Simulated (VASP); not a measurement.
# C (Fd-3m) in VASP: further runs

The runs below take C through single point, with PBE.

Everything below comes from runs of VASP 6.6.1. Logs are shortened: lines on timing, memory, paths and dates and some standing lists are left out, and cuts for length are marked.

### 1 The cell of the first run

It takes space group Fd-3m (No. 227, cubic). The conventional cell has a = 3.572 Å, b = 3.572 Å, c = 3.572 Å, α = 90.00°, β = 90.00°, γ = 90.00°. Within 2.1 Å of C (site symmetry -43m) lie 4 C at 1.55 Å.

### 2 Single point, PBE

The input, INCAR:

```
SYSTEM = C
ALGO = Normal
EDIFF = 1E-6
ENCUT = 600
GGA = PE
GGA_COMPAT = .FALSE.
ISIF = 2
ISMEAR = 0
LASPH = .TRUE.
LCHARG = .FALSE.
LREAL = .FALSE.
LWAVE = .FALSE.
NBANDS = 11
NELM = 120
PREC = Accurate
SIGMA = 0.01
```

The input, KPOINTS:

```
k-points
0
G
  8 8 8
  0 0 0
```

The input, POSCAR:

```
C
1.0
    0.0000000000      1.7858175976      1.7858175976
    1.7858175976      0.0000000000      1.7858175976
    1.7858175976      1.7858175976      0.0000000000
C
2
Direct
    0.5000000000      0.5000000000      0.5000000000
    0.7500000000      0.7500000000      0.7500000000
```

Potentials or basis: VASP PAW PBE potentials, release 64 (C).

The run is started by

```console
$ cat potpaw_PBE.64/C/POTCAR > POTCAR
$ mpirun -np 1 vasp_std > vasp.out
```

OUTCAR:

```text
SYSTEM = C
   EDIFF = 1E-6
   ENCUT = 600
   GGA = PE
   ISIF = 2
   ISMEAR = 0
   LASPH = .TRUE.
   LREAL = .FALSE.
   NELM = 120
   PREC = Accurate

 ion  position               nearest neighbor table
   1  0.500  0.500  0.500-   2 1.55   2 1.55   2 1.55   2 1.55
   2  0.750  0.750  0.750-   1 1.55   1 1.55   1 1.55   1 1.55

  LATTYP: Found a face centered cubic cell.
 ALAT       =     3.5716351952

  Lattice vectors:

 A1 = (   0.0000000000,   1.7858175976,   1.7858175976)
 A2 = (   1.7858175976,   0.0000000000,   1.7858175976)
 A3 = (   1.7858175976,   1.7858175976,   0.0000000000)

Analysis of symmetry for initial positions (statically):
=====================================================================
 Subroutine PRICEL returns:
 Original cell was already a primitive cell.

 Routine SETGRP: Setting up the symmetry group for a
 face centered cubic supercell.

 Subroutine GETGRP returns: Found 48 space group operations
 (whereof 24 operations were pure point group operations)
 out of a pool of 48 trial point group operations.

The static configuration has the point symmetry T_d .
 The point group associated with its full space group is O_h .

Analysis of symmetry for dynamics (positions and initial velocities):
=====================================================================
 Subroutine PRICEL returns:
 Original cell was already a primitive cell.

 Routine SETGRP: Setting up the symmetry group for a
 face centered cubic supercell.

 Subroutine GETGRP returns: Found 48 space group operations
 (whereof 24 operations were pure point group operations)
 out of a pool of 48 trial point group operations.

The dynamic configuration has the point symmetry T_d .
 The point group associated with its full space group is O_h .

 Subroutine INISYM returns: Found 48 space group operations
 (whereof 24 operations are pure point group operations),
 and found     1 'primitive' translations

----------------------------------------------------------------------------------------

                                     Primitive cell

  volume of cell :      11.3905

  direct lattice vectors                    reciprocal lattice vectors
     0.000000000  1.785817598  1.785817598    -0.279983802  0.279983802  0.279983802
     1.785817598  0.000000000  1.785817598     0.279983802 -0.279983802  0.279983802
     1.785817598  1.785817598  0.000000000     0.279983802  0.279983802 -0.279983802

  length of vectors
     2.525527466  2.525527466  2.525527466     0.484946170  0.484946170  0.484946170

  position of ions in fractional coordinates (direct lattice)
     0.500000000  0.500000000  0.500000000
     0.750000000  0.750000000  0.750000000

  ion indices of the primitive-cell ions
   primitive index   ion index
                 1           1
                 2           2

----------------------------------------------------------------------------------------

 KPOINTS: k-points

Automatic generation of k-mesh.
 Grid dimensions read from file:
 generate k-points for:    8    8    8

 Generating k-lattice:

  Cartesian coordinates                     Fractional coordinates (reciprocal lattice)
    -0.034997975  0.034997975  0.034997975     0.125000000  0.000000000  0.000000000
     0.034997975 -0.034997975  0.034997975     0.000000000  0.125000000  0.000000000
     0.034997975  0.034997975 -0.034997975     0.000000000  0.000000000  0.125000000

  Length of vectors
     0.060618271  0.060618271  0.060618271

  Shift w.r.t. Gamma in fractional coordinates (k-lattice)
     0.000000000  0.000000000  0.000000000

 Subroutine IBZKPT returns following result:
 ===========================================

 Found     29 irreducible k-points:

 Following reciprocal coordinates:
            Coordinates               Weight
  0.000000  0.000000  0.000000      1.000000
  0.125000  0.000000  0.000000      8.000000
  0.250000  0.000000  0.000000      8.000000
  0.375000  0.000000  0.000000      8.000000
  0.500000  0.000000  0.000000      4.000000
  0.125000  0.125000  0.000000      6.000000
[... 16 lines left out ...]
  0.500000  0.250000  0.125000     48.000000
 -0.375000  0.250000  0.125000     24.000000
 [... further k-points ...]
   k-points           NKPTS =     29   k-points in BZ     NKDIM =     29   number of bands    NBANDS=     11
   number of dos      NEDOS =    301   number of ions     NIONS =      2
   total plane-waves  NPLWV =   8000
   dimension x,y,z NGX =    20 NGY =   20 NGZ =   20
   dimension x,y,z NGXF=    40 NGYF=   40 NGZF=   40
   ions per type =               2
   NGX,Y,Z   is equivalent  to a cutoff of  13.17, 13.17, 13.17 a.u.
   NGXF,Y,Z  is equivalent  to a cutoff of  26.33, 26.33, 26.33 a.u.
 SYSTEM =  C
   PREC   = accura    normal or accurate (medium, high low for compatibility)
   ISTART =      0    job   : 0-new  1-cont  2-samecut
   ICHARG =      2    charge: 1-file 2-atom 10-const
   ISPIN  =      1    spin polarized calculation?
   LNONCOLLINEAR =      F non collinear calculations
   LSORBIT =      F    spin-orbit coupling
   LASPH  =      T    aspherical Exc in radial PAW
   ENCUT  =  600.0 eV  44.10 Ry    6.64 a.u.   5.04  5.04  5.04*2*pi/ulx,y,z
   NELM   =    120;   NELMIN=  2; NELMDL= -5     # of ELM steps
   EDIFF  = 0.1E-05   stopping-criterion for ELM
   LREAL  =      F    real-space projection
   EDIFFG = 0.1E-04   stopping-criterion for IOM
   NSW    =      0    number of steps for IOM
   IBRION =     -1    ionic relax: 0-MD 1-quasi-New 2-CG
   NFREE  =      0    steps in history (QN), initial steepest desc. (CG)
   ISIF   =      2    stress and relaxation
   ISYM   =      2    0-nonsym 1-usesym 2-fastsym
   POTIM  = 0.5000    time-step for ionic-motion
   TEBEG  =    0.0;   TEEND  =   0.0 temperature during run
   PSTRESS=    0.0 pullay stress
   NELECT =       8.0000    total number of electrons
   NUPDOWN=      -1.0000    fix difference up-down
   EMIN   =  10.00;   EMAX   =-10.00  energy-range for DOS
   EFERMI =   0.00;   METHOD = LEGACY
   ISMEAR =     0;   SIGMA  =   0.01  broadening in eV -4-tet -1-fermi 0-gaus
   EFERMI_NEDOS =   21; number of points for ismear=-14 and -15
   IALGO  =     38    algorithm
   IMIX   =      4    mixing-type and parameters
     AMIX     =   0.40;   BMIX     =  1.00
     AMIX_MAG =   1.60;   BMIX_MAG =  1.00
  volume/ion in A,a.u.               =       5.70        38.43
  Fermi-wavevector in a.u.,A,eV,Ry     =   1.455206  2.749940 28.812020  2.117624
  Thomas-Fermi vector in A             =   2.572267
   LORBIT       =      0    0 simple, 1 ext, 2 COOP (PROOUT), +10 PAW based schemes
   GGA     = PE    functional components
   LHFCALC =     F    Hartree Fock is set to
   AEXX    =    0.0000 exact exchange contribution
   IVDW    =     0    specifies the selected vdW correction
   LEPSILON=     F    determine dielectric tensor
   LRPA    =     F    only Hartree local field effects (RPA)
 non-spin polarized calculation
 Gauss-broadening in eV      SIGMA  =   0.01
  energy-cutoff  :      600.00
  volume of cell :       11.39
 maximum number of plane-waves:       392
   NGX =  9   NGY =  9   NGZ =  9

 number of electron       7.9999999 magnetization

 Free energy of the ion-electron system (eV)
  ---------------------------------------------------
  ext. energy  EPLUGINS =         0.00000000
  ---------------------------------------------------
  free energy    TOTEN  =       -18.18975102 eV

  energy without entropy =      -18.18975102  energy(sigma->0) =      -18.18975102

 E-fermi :   9.7415     XC(G=0): -13.2299

 val. band max:        9.6694739629   @ k =   0.0000   0.0000   0.0000
 cond. band min:      13.7932475726   @ k =   0.3750   0.3750   0.0000
 fundamental gap:      4.1237736097
 Fermi energy:         9.7414599338

 k-point     1 :       0.0000    0.0000    0.0000
  band No.  band energies     occupation
      1     -11.7519      2.00000
      2       9.6695      2.00000
      3       9.6695      2.00000
      4       9.6695      2.00000
      5      15.2483      0.00000
      6      15.2483      0.00000
      7      15.2483      0.00000
      8      22.9066      0.00000
      9      28.9118      0.00000
     10      36.1603      0.00000
     11      36.1603      0.00000

 k-point     2 :       0.1250    0.0000    0.0000
  band No.  band energies     occupation
      1     -11.3212      2.00000
      2       7.2622      2.00000
      3       9.0198      2.00000
      4       9.0198      2.00000
      5      16.1027      0.00000
      6      16.1027      0.00000
      7      16.5239      0.00000
      8      23.2806      0.00000
      9      29.5608      0.00000
     10      33.1152      0.00000
     11      33.1152      0.00000

 k-point     3 :       0.2500    0.0000    0.0000
  band No.  band energies     occupation
      1     -10.0420      2.00000
      2       3.0976      2.00000
      3       7.9308      2.00000
      4       7.9308      2.00000
      5      17.4388      0.00000
      6      17.4389      0.00000
      7      17.7761      0.00000
      8      24.2371      0.00000
      9      30.3263      0.00000
     10      32.0336      0.00000
     11      32.0336      0.00000

 k-point     4 :       0.3750    0.0000    0.0000
  band No.  band energies     occupation
      1      -7.9834      2.00000
      2      -0.9717      2.00000
      3       7.1515      2.00000
      4       7.1515      2.00000
      5      18.0357      0.00000
      6      18.0357      0.00000
      7      18.3152      0.00000
      8      25.0861      0.00000
      9      30.7705      0.00000
     10      33.6296      0.00000
     11      33.6296      0.00000

 k-point     5 :       0.5000    0.0000    0.0000
  band No.  band energies     occupation
      1      -6.0010      2.00000
      2      -3.6585      2.00000
      3       6.8797      2.00000
      4       6.8797      2.00000
      5      18.1108      0.00000
      6      18.1108      0.00000
      7      18.4612      0.00000
      8      25.3276      0.00000
      9      31.4975      0.00000
     10      33.7652      0.00000
     11      35.5468      0.00000
[... 211 lines left out ...]
 k-point    21 :       0.5000    0.5000    0.0000
  band No.  band energies     occupation
      1      -3.0659      2.00000
      2      -3.0659      2.00000
      3       3.3961      2.00000
      4       3.3961      2.00000
      5      14.4199      0.00000
      6      14.4199      0.00000
      7      26.4106      0.00000
      8      26.4106      0.00000
      9      32.8188      0.00000
     10      32.8188      0.00000
     11      41.9629      0.00000

 k-point    22 :       0.3750    0.2500    0.1250
  band No.  band energies     occupation
      1      -8.9198      2.00000
      2       3.1752      2.00000
      3       4.1894      2.00000
      4       6.7922      2.00000
      5      16.2254      0.00000
      6      19.6800      0.00000
      7      21.2060      0.00000
      8      21.3814      0.00000
      9      30.2745      0.00000
     10      31.1989      0.00000
     11      35.3233      0.00000

 k-point    23 :       0.5000    0.2500    0.1250
  band No.  band energies     occupation
      1      -6.9016      2.00000
      2      -0.1489      2.00000
      3       3.4113      2.00000
      4       5.6042      2.00000
      5      17.6176      0.00000
      6      19.2777      0.00000
      7      22.0114      0.00000
      8      22.9726      0.00000
      9      29.8028      0.00000
     10      31.9193      0.00000
     11      35.7543      0.00000

 k-point    24 :      -0.3750    0.2500    0.1250
  band No.  band energies     occupation
      1      -4.9920      2.00000
      2      -2.6538      2.00000
      3       3.3752      2.00000
      4       5.0011      2.00000
      5      17.9555      0.00000
      6      19.0822      0.00000
      7      22.6654      0.00000
      8      24.4840      0.00000
      9      27.9574      0.00000
     10      33.5024      0.00000
     11      35.9440      0.00000

 [... further k-points ...]
[... 5 lines left out ...]
  --------------------------------------------------------------------------------------
  -------------------------------------------------------------------------------------
  Total       -0.0017825     -0.0017825     -0.0017825      0.0000000      0.0000000      0.0000000
  in kB       -0.2507237     -0.2507237     -0.2507237      0.0000000      0.0000000      0.0000000
  external PRESSURE =      -0.2507237 kB  Pullay stress =       0.0000000 kB

 VOLUME and BASIS-vectors are now :
 -----------------------------------------------------------------------------
  energy-cutoff  :      600.00
  volume of cell :       11.39
      direct lattice vectors                 reciprocal lattice vectors
     0.000000000  1.785817598  1.785817598    -0.279983802  0.279983802  0.279983802
     1.785817598  0.000000000  1.785817598     0.279983802 -0.279983802  0.279983802
     1.785817598  1.785817598  0.000000000     0.279983802  0.279983802 -0.279983802

 POSITION                                       TOTAL-FORCE (eV/Angst)
 -----------------------------------------------------------------------------------
      1.78582      1.78582      1.78582        -0.000000     -0.000000     -0.000000
      2.67873      2.67873      2.67873         0.000000      0.000000      0.000000
 -----------------------------------------------------------------------------------
    total drift:                                0.000000     -0.000000      0.000000

  FREE ENERGIE OF THE ION-ELECTRON SYSTEM (eV)
  ---------------------------------------------------
  free  energy   TOTEN  =       -18.1897510165 eV

  energy  without entropy=      -18.1897510165  energy(sigma->0) =      -18.18975102
```

Wall time 11 s (1 thread of Intel Xeon 8259CL, shared host); peak memory 0.09 GiB.

What came out:

* Free energy: -18.1898 eV
* Pressure: 0.0 GPa
* Band gap on the k mesh: 4.12 eV (least direct gap 5.58 eV)

Levels at points of the mesh, in eV from the valence-band top:
```tsv
k point	band 1	band 2	band 3	band 4	band 5	band 6	band 7	band 8	band 9
(0.00, 0.00, 0.00)	-21.42	0.00	0.00	0.00	5.58	5.58	5.58	13.24	19.24
(0.50, 0.00, 0.00)	-15.67	-13.33	-2.79	-2.79	8.44	8.44	8.79	15.66	21.83
(0.50, 0.50, 0.00)	-12.74	-12.74	-6.27	-6.27	4.75	4.75	16.74	16.74	23.15
```

A k mesh can miss the band edges. A hybrid or GW would open this gap; PBE tends to underestimate it.

### 3 Single point, PBE

This run uses another cell than the first one, of 5.63 Å³/atom.

The input, INCAR:

```
PREC = Accurate
ENCUT = 600
EDIFF = 1E-6
ISMEAR = 0
SIGMA = 0.01
LREAL = False
LASPH = True
NELM = 120
ALGO = Normal
ISIF = 2
LWAVE = False
LCHARG = False
GGA = PE
NBANDS = 11
GGA_COMPAT = False
```

The input, KPOINTS:

```
Automatic mesh
0
Gamma
  8 8 8
```

The input, POSCAR:

```
C
1.0
    0.0000000000      1.7790847123      1.7790847123
    1.7790847123      0.0000000000      1.7790847123
    1.7790847123      1.7790847123      0.0000000000
C
2
Direct
    0.5000000000      0.5000000000      0.5000000000
    0.7500000000      0.7500000000      0.7500000000
```

Potentials or basis: VASP PAW PBE potentials, release 64 (C).

The run is started by

```console
$ cat potpaw_PBE.64/C/POTCAR > POTCAR
$ mpirun -np 1 vasp_std > vasp.out
```

Run time: 9.9 s. Hardware: 1 thread of Intel Xeon 8259CL, shared host; peak memory 0.09 GiB.

The run converged. Its results:

| Quantity | Value |
| --- | --- |
| Free energy | -18.1872 eV |
| Pressure | 5.0 GPa |
| Band gap on the k mesh | 4.15 eV (least direct gap 5.61 eV) |

Levels at points of the mesh, in eV from the valence-band top:
```
           k point  band 1  band 2  band 3  band 4  band 5  band 6  band 7  band 8
(0.00, 0.00, 0.00)  -21.57    0.00    0.00    0.00    5.61    5.61    5.61   13.50
(0.50, 0.00, 0.00)  -15.76  -13.45   -2.82   -2.82    8.49    8.49    8.95   15.76
(0.50, 0.50, 0.00)  -12.82  -12.82   -6.34   -6.34    4.77    4.77   16.91   16.91
```

Caveat: the cell stands under pressure.
